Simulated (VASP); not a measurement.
# CoSn3 (Fm-3m) in VASP: notebook

Runs on CoSn3. Level: PBEsol. Tasks: single point.

Program: VASP 6.6.1. These are calculated values, not measurements. Logs are shortened: lines on timing, memory, paths and dates and some standing lists are left out, and cuts for length are marked.

**1. The cell of the first run**

It takes space group Fm-3m (No. 225, cubic). The conventional cell has a = 6.937 Å, b = 6.937 Å, c = 6.937 Å, α = 90.00°, β = 90.00°, γ = 90.00°. Sn (site symmetry -43m) has 10 Sn at 3.00 to 3.47 Å and 4 Co at 3.00 Å within 4.0 Å. Sn (site symmetry m-3m) has 8 Sn at 3.00 Å and 6 Co at 3.47 Å within 4.0 Å. Co (site symmetry m-3m) has 14 Sn at 3.00 to 3.47 Å within 4.0 Å.

**2. Single point, PBEsol**

The input, INCAR:

```
PREC = Accurate
ENCUT = 520
EDIFF = 1E-7
ISMEAR = 0
SIGMA = 0.1
LREAL = F
LASPH = T
NELM = 60
ALGO = Fast
ISIF = 2
LWAVE = F
LCHARG = T
GGA = PS
LELF = T
LVHAR = T
NBANDS = 34
```

The input, KPOINTS:

```
regular mesh
0
Gamma
  10 10 10
```

The input, POSCAR:

```
CoSn3
1.0
    0.0000000000      3.4684426648      3.4684426648
    3.4684426648      0.0000000000      3.4684426648
    3.4684426648      3.4684426648      0.0000000000
Sn Co
3 1
Direct
    0.2500000000      0.2500000000      0.2500000000
    0.7500000000      0.7500000000      0.7500000000
    0.5000000000      0.5000000000      0.5000000000
    0.0000000000      0.0000000000      0.0000000000
```

Potentials or basis: VASP PAW PBE potentials, release 64 (Sn_d, Co).

On the command line:

```console
$ cat potpaw_PBE.64/Sn_d/POTCAR potpaw_PBE.64/Co/POTCAR > POTCAR
$ mpirun -np 1 vasp_std > vasp.out
```

OUTCAR:

```text
PREC = Accurate
   ENCUT = 520
   EDIFF = 1E-7
   ISMEAR = 0
   LREAL = F
   LASPH = T
   NELM = 60
   ISIF = 2
   GGA = PS

 ion  position               nearest neighbor table
   1  0.250  0.250  0.250-   3 3.00   4 3.00   4 3.00   4 3.00   4 3.00   3 3.00   3 3.00   3 3.00
                             2 3.47   2 3.47   2 3.47   2 3.47   2 3.47   2 3.47
   2  0.750  0.750  0.750-   3 3.00   4 3.00   3 3.00   3 3.00   3 3.00   4 3.00   4 3.00   4 3.00
                             1 3.47   1 3.47   1 3.47   1 3.47   1 3.47   1 3.47
   3  0.500  0.500  0.500-   1 3.00   2 3.00   1 3.00   1 3.00   1 3.00   2 3.00   2 3.00   2 3.00

   4  0.000  0.000  0.000-   1 3.00   2 3.00   2 3.00   2 3.00   2 3.00   1 3.00   1 3.00   1 3.00

  LATTYP: Found a face centered cubic cell.
 ALAT       =     6.9368853296

  Lattice vectors:

 A1 = (   0.0000000000,   3.4684426648,   3.4684426648)
 A2 = (   3.4684426648,   0.0000000000,   3.4684426648)
 A3 = (   3.4684426648,   3.4684426648,   0.0000000000)

Analysis of symmetry for initial positions (statically):
=====================================================================
 Subroutine PRICEL returns:
 Original cell was already a primitive cell.

 Routine SETGRP: Setting up the symmetry group for a
 face centered cubic supercell.

 Subroutine GETGRP returns: Found 48 space group operations
 (whereof 48 operations were pure point group operations)
 out of a pool of 48 trial point group operations.

The static configuration has the point symmetry O_h .

Analysis of symmetry for dynamics (positions and initial velocities):
=====================================================================
 Subroutine PRICEL returns:
 Original cell was already a primitive cell.

 Routine SETGRP: Setting up the symmetry group for a
 face centered cubic supercell.

 Subroutine GETGRP returns: Found 48 space group operations
 (whereof 48 operations were pure point group operations)
 out of a pool of 48 trial point group operations.

The dynamic configuration has the point symmetry O_h .

 Subroutine INISYM returns: Found 48 space group operations
 (whereof 48 operations are pure point group operations),
 and found     1 'primitive' translations

----------------------------------------------------------------------------------------

                                     Primitive cell
[... 94 lines left out ...]
   NELM   =     60;   NELMIN=  2; NELMDL= -5     # of ELM steps
   EDIFF  = 0.1E-06   stopping-criterion for ELM
   LREAL  =      F    real-space projection
   EDIFFG = 0.1E-05   stopping-criterion for IOM
   NSW    =      0    number of steps for IOM
   IBRION =     -1    ionic relax: 0-MD 1-quasi-New 2-CG
   NFREE  =      0    steps in history (QN), initial steepest desc. (CG)
   ISIF   =      2    stress and relaxation
   ISYM   =      2    0-nonsym 1-usesym 2-fastsym
   POTIM  = 0.5000    time-step for ionic-motion
   TEBEG  =    0.0;   TEEND  =   0.0 temperature during run
   PSTRESS=    0.0 pullay stress
   NELECT =      51.0000    total number of electrons
   NUPDOWN=      -1.0000    fix difference up-down
   EMIN   =  10.00;   EMAX   =-10.00  energy-range for DOS
   EFERMI =   0.00;   METHOD = LEGACY
   ISMEAR =     0;   SIGMA  =   0.10  broadening in eV -4-tet -1-fermi 0-gaus
   EFERMI_NEDOS =   21; number of points for ismear=-14 and -15
   IALGO  =     68    algorithm
   IMIX   =      4    mixing-type and parameters
     AMIX     =   0.40;   BMIX     =  1.00
     AMIX_MAG =   1.60;   BMIX_MAG =  1.00
  volume/ion in A,a.u.               =      20.86       140.79
  Fermi-wavevector in a.u.,A,eV,Ry     =   1.389271  2.625342 26.260258  1.930075
  Thomas-Fermi vector in A             =   2.513318
   LORBIT       =      0    0 simple, 1 ext, 2 COOP (PROOUT), +10 PAW based schemes
   GGA     = PS    functional components
   LHFCALC =     F    Hartree Fock is set to
   AEXX    =    0.0000 exact exchange contribution
   IVDW    =     0    specifies the selected vdW correction
   LEPSILON=     F    determine dielectric tensor
   LRPA    =     F    only Hartree local field effects (RPA)
 non-spin polarized calculation
 RMM-DIIS sequential band-by-band and
 Gauss-broadening in eV      SIGMA  =   0.10
  energy-cutoff  :      520.00
  volume of cell :       83.45
 maximum number of plane-waves:      2272
   NGX = 19   NGY = 19   NGZ = 19

 number of electron      50.9999974 magnetization

 Free energy of the ion-electron system (eV)
  ---------------------------------------------------
  ext. energy  EPLUGINS =         0.00000000
  ---------------------------------------------------
  free energy    TOTEN  =       -18.78252194 eV

  energy without entropy =      -18.76692123  energy(sigma->0) =      -18.77472159

 E-fermi :   9.4343     XC(G=0): -11.4219

 val. band max:        9.4259057777   @ k =   0.5000   0.3000   0.0000
 cond. band min:       9.4403158980   @ k =  -0.4000   0.4000   0.1000
 fundamental gap:      0.0144101203
 Fermi energy:         9.4342597613

 k-point     1 :       0.0000    0.0000    0.0000
  band No.  band energies     occupation
      1     -12.2541      2.00000
      2     -12.2541      2.00000
      3     -12.2541      2.00000
      4     -12.2199      2.00000
      5     -12.2199      2.00000
      6     -11.9696      2.00000
[... 877 lines left out ...]
     33      15.6937      0.00000
     34      16.5572      0.00000

 [... further k-points ...]

------------------------ aborting loop because EDIFF is reached ----------------------------------------

  FORCE on cell =-STRESS in cart. coord.  units (eV):
  Direction    XX          YY          ZZ          XY          YZ          ZX
  --------------------------------------------------------------------------------------
  -------------------------------------------------------------------------------------
  Total       -0.0108227     -0.0108227     -0.0108227      0.0000000     -0.0000000      0.0000000
  in kB       -0.2077840     -0.2077840     -0.2077840      0.0000000     -0.0000000      0.0000000
  external PRESSURE =      -0.2077840 kB  Pullay stress =       0.0000000 kB

 VOLUME and BASIS-vectors are now :
 -----------------------------------------------------------------------------
  energy-cutoff  :      520.00
  volume of cell :       83.45
      direct lattice vectors                 reciprocal lattice vectors
     0.000000000  3.468442665  3.468442665    -0.144156917  0.144156917  0.144156917
     3.468442665  0.000000000  3.468442665     0.144156917 -0.144156917  0.144156917
     3.468442665  3.468442665  0.000000000     0.144156917  0.144156917 -0.144156917

 POSITION                                       TOTAL-FORCE (eV/Angst)
 -----------------------------------------------------------------------------------
      1.73422      1.73422      1.73422        -0.000000     -0.000000     -0.000000
      5.20266      5.20266      5.20266         0.000000      0.000000      0.000000
      3.46844      3.46844      3.46844        -0.000000      0.000000      0.000000
      0.00000      0.00000      0.00000        -0.000000      0.000000      0.000000
 -----------------------------------------------------------------------------------
    total drift:                                0.000000      0.000000      0.000000

  FREE ENERGIE OF THE ION-ELECTRON SYSTEM (eV)
  ---------------------------------------------------
  free  energy   TOTEN  =       -18.7825219431 eV

  energy  without entropy=      -18.7669212294  energy(sigma->0) =      -18.77472159
```

It took 78 s on 1 thread of Intel Xeon 6975P-C (Granite Rapids), shared host; peak memory 0.27 GiB.

What came out:

```
Free energy : -18.7825 eV
Pressure    : 0.0 GPa
```

Caveat: the PAW data sets were made with another functional, which shifts forces and pressure a little; spin-orbit coupling is left out, which moves the levels of the heavy elements. Spin polarisation is off, so any magnetic state and its effect on volume and gap are missing.

**3. Single point, PBEsol, collinear spin, ferromagnetic start**

This run uses another cell than the first one, of 21.06 Å³/atom, 1.009 times its volume.

The input, INCAR:

```
PREC     = Accurate       # precision mode
ENCUT    = 520            # plane-wave cutoff, eV
EDIFF    = 1E-6           # SCF threshold, eV
ISMEAR   = 0              # smearing method
SIGMA    = 0.1            # smearing width, eV
LREAL    = F              # projectors in reciprocal space
LASPH    = T              # aspherical terms in the spheres
NELM     = 150            # most SCF steps
ALGO     = Normal         # electronic algorithm
ISIF     = 2              # what is computed and relaxed
LWAVE    = F              # write WAVECAR
LCHARG   = T              # write CHGCAR
ISPIN    = 2              # spin polarisation
MAGMOM   = 0 0 0 -1.03    # initial moments
LORBIT   = 11             # projections on sites
LMAXMIX  = 4              # l up to which the mixer works
GGA      = PS             # functional
LELF     = T              # ELF
LVHAR    = T            
NBANDS   = 38             # bands
```

KPOINTS is that of step 2.

The input, POSCAR:

```
CoSn3
1.0
    0.0000000000      3.4793051320      3.4793051320
    3.4793051320      0.0000000000      3.4793051320
    3.4793051320      3.4793051320      0.0000000000
Sn Co
3 1
Direct
    0.2500000000      0.2500000000      0.2500000000
    0.7500000000      0.7500000000      0.7500000000
    0.5000000000      0.5000000000      0.5000000000
    0.0000000000      0.0000000000      0.0000000000
```

Potentials or basis: VASP PAW PBE potentials, release 64 (Sn_d, Co).

On the command line:

```console
$ cat potpaw_PBE.64/Sn_d/POTCAR potpaw_PBE.64/Co/POTCAR > POTCAR
$ mpirun -np 1 vasp_std > vasp.out
```

It took 4.9 min on 1 thread of Intel Xeon Platinum 8488C (Sapphire Rapids), shared host; peak memory 0.42 GiB.

It converged, with:

```yaml
Free_energy: -18.8004 eV
Pressure: -0.1 GPa
Net_moment: -0.76 μB per cell
Site_moments: Sn +0.03, +0.01; Co -0.96 μB
Valence_electrons_inside_the_program's_atomic_spheres: Sn 12.26, 12.31; Co 7.90
```

Levels at points of the mesh, in eV from the Fermi level:
Spin up:
```
           k point  band 23  band 24  band 25  band 26  band 27  band 28
(0.00, 0.00, 0.00)    -1.03    -1.03    -0.56    -0.56     1.18     1.18
(0.50, 0.00, 0.00)    -1.08    -0.56    -0.56     0.50     0.50     0.53
(0.50, 0.50, 0.00)    -0.58    -0.43    -0.13     0.25     4.24     4.24
```
Spin down:
```tsv
k point	band 24	band 25	band 26	band 27	band 28	band 29
(0.00, 0.00, 0.00)	-1.01	-1.01	-1.01	0.53	0.53	0.53
(0.50, 0.00, 0.00)	-1.02	-1.02	-0.23	-0.23	-0.15	3.60
(0.50, 0.50, 0.00)	-1.21	-0.94	-0.69	4.19	4.19	4.36
```

Caveat: the PAW data sets were made with another functional, which shifts forces and pressure a little; spin-orbit coupling is left out, which moves the levels of the heavy elements.
